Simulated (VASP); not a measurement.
# HfB2 (P2/m) in VASP: further runs

The runs below take HfB2 through single point, with PBE.

All numbers are computed with VASP 6.6.1; they aren't measurements. Logs are shortened: lines on timing, memory, paths and dates and some standing lists are left out, and cuts for length are marked.

### Step 1. The cell of the first run

Symmetry: P2/m, No. 10, monoclinic system. Conventional cell: a = 3.126 Å, b = 3.480 Å, c = 3.140 Å, α = 90.00°, β = 119.57°, γ = 90.00°. Hf (site symmetry 2/m) has 12 B at 2.51 to 2.52 Å and 6 Hf at 3.13 to 3.15 Å within 3.3 Å. B (site symmetry m) has 3 B at 1.81 to 1.82 Å within 2.4 Å.

### Step 2. Single point, PBE

File INCAR:

```
SYSTEM = HfB2
PREC = Accurate
ENCUT = 520
EDIFF = 1E-6
ISMEAR = 1
SIGMA = 0.1
LREAL = .FALSE.
LASPH = .TRUE.
NELM = 60
ALGO = Normal
ISIF = 2
LWAVE = .FALSE.
LCHARG = .FALSE.
GGA = PE
NBANDS = 15
```

File KPOINTS:

```
Automatic mesh
0
G
  13 13 10
  0 0 0
```

File POSCAR:

```
HfB2
1.0
    3.1400000000     -0.0157000000      0.0000000000
   -1.5835966000      2.7271700000      0.0000000000
    0.0000000000      0.0000000000      3.4800000000
Hf B
1 2
Direct
    0.0000000000      0.0000000000      0.0000000000
    0.3333333333      0.6666666667      0.5000000000
    0.6666666667      0.3333333333      0.5000000000
```

Potentials or basis: VASP PAW PBE potentials, release 64 (Hf_pv, B).

Started as:

```
$ cat potpaw_PBE.64/Hf_pv/POTCAR potpaw_PBE.64/B/POTCAR > POTCAR
$ mpirun -np 1 vasp_std > vasp.out
```

OUTCAR:

```text
SYSTEM = HfB2
   PREC = Accurate
   ENCUT = 520
   EDIFF = 1E-6
   ISMEAR = 1
   LREAL = .FALSE.
   LASPH = .TRUE.
   NELM = 60
   ISIF = 2
   GGA = PE

 ion  position               nearest neighbor table
   1  0.000  0.000  0.000-   3 2.51   3 2.51   2 2.51   2 2.51   3 2.51   3 2.51   2 2.51   2 2.51
                             2 2.52   3 2.52   2 2.52   3 2.52
   2  0.333  0.667  0.500-   3 1.81   3 1.81   3 1.82   1 2.51   1 2.51   1 2.51   1 2.51   1 2.52
                             1 2.52
   3  0.667  0.333  0.500-   2 1.81   2 1.81   2 1.82   1 2.51   1 2.51   1 2.51   1 2.51   1 2.52
                             1 2.52

  LATTYP: Found a simple monoclinic cell.
 ALAT       =     3.1264134571
 B/A-ratio  =     1.1130965395
 C/A-ratio  =     1.0043582824
 COS(beta)  =    -0.4934813600

  Lattice vectors:

 A1 = (   1.5564034000,   2.7114700000,   0.0000000000)
 A2 = (   0.0000000000,   0.0000000000,  -3.4800000000)
 A3 = (  -3.1400000000,   0.0157000000,   0.0000000000)

Analysis of symmetry for initial positions (statically):
=====================================================================
 Subroutine PRICEL returns:
 Original cell was already a primitive cell.

 Routine SETGRP: Setting up the symmetry group for a
 simple monoclinic supercell.

 Subroutine GETGRP returns: Found  4 space group operations
 (whereof  4 operations were pure point group operations)
 out of a pool of  4 trial point group operations.

The static configuration has the point symmetry C_2h.

Analysis of symmetry for dynamics (positions and initial velocities):
=====================================================================
 Subroutine PRICEL returns:
 Original cell was already a primitive cell.

 Routine SETGRP: Setting up the symmetry group for a
 simple monoclinic supercell.

 Subroutine GETGRP returns: Found  4 space group operations
 (whereof  4 operations were pure point group operations)
 out of a pool of  4 trial point group operations.

The dynamic configuration has the point symmetry C_2h.

 Subroutine INISYM returns: Found  4 space group operations
 (whereof  4 operations are pure point group operations),
 and found     1 'primitive' translations

----------------------------------------------------------------------------------------

                                     Primitive cell

  volume of cell :      29.7138

  direct lattice vectors                    reciprocal lattice vectors
     3.140000000 -0.015700000  0.000000000     0.319398670  0.185466490  0.000000000
    -1.583596600  2.727170000  0.000000000     0.001838741  0.367748187  0.000000000
     0.000000000  0.000000000  3.480000000     0.000000000  0.000000000  0.287356322

  length of vectors
     3.140039250  3.153606570  3.480000000     0.369341751  0.367752784  0.287356322

  position of ions in fractional coordinates (direct lattice)
     0.000000000  0.000000000  0.000000000
     0.333333333  0.666666667  0.500000000
     0.666666667  0.333333333  0.500000000

  ion indices of the primitive-cell ions
   primitive index   ion index
                 1           1
                 2           2
                 3           3

----------------------------------------------------------------------------------------

 KPOINTS: Automatic mesh

Automatic generation of k-mesh.
 Grid dimensions read from file:
 generate k-points for:   13   13   10

 Generating k-lattice:

  Cartesian coordinates                     Fractional coordinates (reciprocal lattice)
     0.024569128  0.014266653  0.000000000     0.076923077  0.000000000  0.000000000
     0.000141442  0.028288322  0.000000000     0.000000000  0.076923077  0.000000000
     0.000000000  0.000000000  0.028735632     0.000000000  0.000000000  0.100000000

  Length of vectors
     0.028410904  0.028288676  0.028735632

  Shift w.r.t. Gamma in fractional coordinates (k-lattice)
     0.000000000  0.000000000  0.000000000

 Subroutine IBZKPT returns following result:
 ===========================================

 Found    510 irreducible k-points:

 Following reciprocal coordinates:
            Coordinates               Weight
  0.000000  0.000000  0.000000      1.000000
  0.076923  0.000000  0.000000      2.000000
  0.153846  0.000000  0.000000      2.000000
  0.230769 -0.000000  0.000000      2.000000
  0.307692  0.000000  0.000000      2.000000
  0.384615  0.000000  0.000000      2.000000
[... 16 lines left out ...]
  0.153846  0.153846  0.000000      2.000000
  0.230769  0.153846  0.000000      2.000000
 [... further k-points ...]
   k-points           NKPTS =    510   k-points in BZ     NKDIM =    510   number of bands    NBANDS=     15
   number of dos      NEDOS =    301   number of ions     NIONS =      3
   total plane-waves  NPLWV =  16128
   dimension x,y,z NGX =    24 NGY =   24 NGZ =   28
   dimension x,y,z NGXF=    48 NGYF=   48 NGZF=   56
   ions per type =               1   2
   NGX,Y,Z   is equivalent  to a cutoff of  12.71, 12.65, 13.38 a.u.
   NGXF,Y,Z  is equivalent  to a cutoff of  25.41, 25.30, 26.75 a.u.
 SYSTEM =  HfB2
   PREC   = accura    normal or accurate (medium, high low for compatibility)
   ISTART =      0    job   : 0-new  1-cont  2-samecut
   ICHARG =      2    charge: 1-file 2-atom 10-const
   ISPIN  =      1    spin polarized calculation?
   LNONCOLLINEAR =      F non collinear calculations
   LSORBIT =      F    spin-orbit coupling
   LASPH  =      T    aspherical Exc in radial PAW
   ENCUT  =  520.0 eV  38.22 Ry    6.18 a.u.   5.84  5.86  6.47*2*pi/ulx,y,z
   NELM   =     60;   NELMIN=  2; NELMDL= -5     # of ELM steps
   EDIFF  = 0.1E-05   stopping-criterion for ELM
   LREAL  =      F    real-space projection
   EDIFFG = 0.1E-04   stopping-criterion for IOM
   NSW    =      0    number of steps for IOM
   IBRION =     -1    ionic relax: 0-MD 1-quasi-New 2-CG
   NFREE  =      0    steps in history (QN), initial steepest desc. (CG)
   ISIF   =      2    stress and relaxation
   ISYM   =      2    0-nonsym 1-usesym 2-fastsym
   POTIM  = 0.5000    time-step for ionic-motion
   TEBEG  =    0.0;   TEEND  =   0.0 temperature during run
   PSTRESS=    0.0 pullay stress
   NELECT =      16.0000    total number of electrons
   NUPDOWN=      -1.0000    fix difference up-down
   EMIN   =  10.00;   EMAX   =-10.00  energy-range for DOS
   EFERMI =   0.00;   METHOD = LEGACY
   ISMEAR =     1;   SIGMA  =   0.10  broadening in eV -4-tet -1-fermi 0-gaus
   EFERMI_NEDOS =   21; number of points for ismear=-14 and -15
   IALGO  =     38    algorithm
   IMIX   =      4    mixing-type and parameters
     AMIX     =   0.40;   BMIX     =  1.00
     AMIX_MAG =   1.60;   BMIX_MAG =  1.00
  volume/ion in A,a.u.               =       9.90        66.84
  Fermi-wavevector in a.u.,A,eV,Ry     =   1.331871  2.516871 24.135094  1.773879
  Thomas-Fermi vector in A             =   2.460849
   LORBIT       =      0    0 simple, 1 ext, 2 COOP (PROOUT), +10 PAW based schemes
   GGA     = PE    functional components
   LHFCALC =     F    Hartree Fock is set to
   AEXX    =    0.0000 exact exchange contribution
   IVDW    =     0    specifies the selected vdW correction
   LEPSILON=     F    determine dielectric tensor
   LRPA    =     F    only Hartree local field effects (RPA)
 non-spin polarized calculation
 Methfessel and Paxton  Order N= 1 SIGMA  =   0.10
  energy-cutoff  :      520.00
  volume of cell :       29.71
 maximum number of plane-waves:       820
   NGX = 11   NGY = 11   NGZ = 13

 number of electron      15.9999998 magnetization

 Free energy of the ion-electron system (eV)
  ---------------------------------------------------
  ext. energy  EPLUGINS =         0.00000000
  ---------------------------------------------------
  free energy    TOTEN  =       -26.39840082 eV

  energy without entropy =      -26.39820655  energy(sigma->0) =      -26.39833607

 E-fermi :   7.8348     XC(G=0): -12.5966

 val. band max:        7.8194285076   @ k =   0.1538   0.3077   0.0000
 cond. band min:       7.8483006188   @ k =   0.0769   0.0769   0.3000
 fundamental gap:      0.0288721112
 Fermi energy:         7.8348365659

 k-point     1 :       0.0000    0.0000    0.0000
  band No.  band energies     occupation
      1     -22.9654      2.00000
      2     -22.4782      2.00000
      3     -22.4588      2.00000
      4      -6.0826      2.00000
      5       4.6578      2.00000
      6       4.7277      2.00000
      7       4.8292      2.00000
      8       4.8911      2.00000
      9      11.6697      0.00000
     10      11.7191      0.00000
     11      12.2796      0.00000
     12      12.3819      0.00000
     13      12.5256      0.00000
     14      12.6640      0.00000
     15      12.8035      0.00000

 k-point     2 :       0.0769    0.0000    0.0000
  band No.  band energies     occupation
      1     -22.9578      2.00000
      2     -22.5084      2.00000
      3     -22.4865      2.00000
      4      -5.9534      2.00000
      5       4.4504      2.00000
      6       4.7198      2.00000
      7       4.7794      2.00000
      8       4.7992      2.00000
      9      11.3288      0.00000
     10      11.5809      0.00000
     11      11.6417      0.00000
     12      11.8919      0.00000
     13      13.1819      0.00000
     14      13.3882      0.00000
     15      13.6344      0.00000
[... 365 lines left out ...]
      3     -22.6004      2.00000
      4      -4.6454      2.00000
      5       2.1362      2.00000
      6       3.7145      2.00000
      7       4.0821      2.00000
      8       6.1017      2.00000
      9       9.3581     -0.00000
     10       9.6508     -0.00000
     11      11.7446      0.00000
     12      13.5409      0.00000
     13      14.3728      0.00000
     14      14.4394      0.00000
     15      16.1219      0.00000

 k-point    24 :       0.2308    0.1538    0.0000
  band No.  band energies     occupation
      1     -23.0112      2.00000
      2     -22.8622      2.00000
      3     -22.6669      2.00000
      4      -3.8911      2.00000
      5       1.2492      2.00000
      6       3.0069      2.00000
      7       3.9359      2.00000
      8       6.6522      2.00000
      9       8.6134     -0.00000
     10       9.1486     -0.00000
     11      12.9308      0.00000
     12      13.7117      0.00000
     13      14.4534      0.00000
     14      15.3712      0.00000
     15      17.1270      0.00000

 [... further k-points ...]

------------------------ aborting loop because EDIFF is reached ----------------------------------------

  FORCE on cell =-STRESS in cart. coord.  units (eV):
  Direction    XX          YY          ZZ          XY          YZ          ZX
  --------------------------------------------------------------------------------------
  -------------------------------------------------------------------------------------
  Total        0.1595679      0.1644804      0.2404531      0.5018743      0.0000000      0.0000000
  in kB        8.6039495      8.8688314     12.9653030     27.0612085      0.0000000      0.0000000
  external PRESSURE =      10.1460280 kB  Pullay stress =       0.0000000 kB

 VOLUME and BASIS-vectors are now :
 -----------------------------------------------------------------------------
  energy-cutoff  :      520.00
  volume of cell :       29.71
      direct lattice vectors                 reciprocal lattice vectors
     3.140000000 -0.015700000  0.000000000     0.319398670  0.185466490  0.000000000
    -1.583596600  2.727170000  0.000000000     0.001838741  0.367748187  0.000000000
     0.000000000  0.000000000  3.480000000     0.000000000  0.000000000  0.287356322

 POSITION                                       TOTAL-FORCE (eV/Angst)
 -----------------------------------------------------------------------------------
      0.00000      0.00000      0.00000        -0.000000      0.000000      0.000000
     -0.00906      1.81288      1.74000        -0.011881      0.001188     -0.000000
      1.56547      0.89859      1.74000         0.011881     -0.001188      0.000000
 -----------------------------------------------------------------------------------
    total drift:                               -0.000000      0.000000      0.000000

  FREE ENERGIE OF THE ION-ELECTRON SYSTEM (eV)
  ---------------------------------------------------
  free  energy   TOTEN  =       -26.3984008247 eV

  energy  without entropy=      -26.3982065543  energy(sigma->0) =      -26.39833607
```

Wall time 2 min (1 thread of AMD EPYC 9R45 (Zen 5), shared host); peak memory 0.3 GiB.

Results:

- Free energy: -26.3984 eV
- Pressure: 1.0 GPa
- Largest force: 0.012 eV/Å
- Band gap on the k mesh: zero (bands 8 and 9 overlap by 1.08 eV)

Forces in eV/Å, atoms in the order of the input:
```
Hf   0.000  0.000  0.000
B   -0.012  0.001  0.000
B    0.012 -0.001  0.000
```

Caveat: spin-orbit coupling is left out, which moves the levels of the heavy elements.

[end of part 1 of 2]

The gap in the log of VASP goes by the Fermi energy; the results here count the filled bands.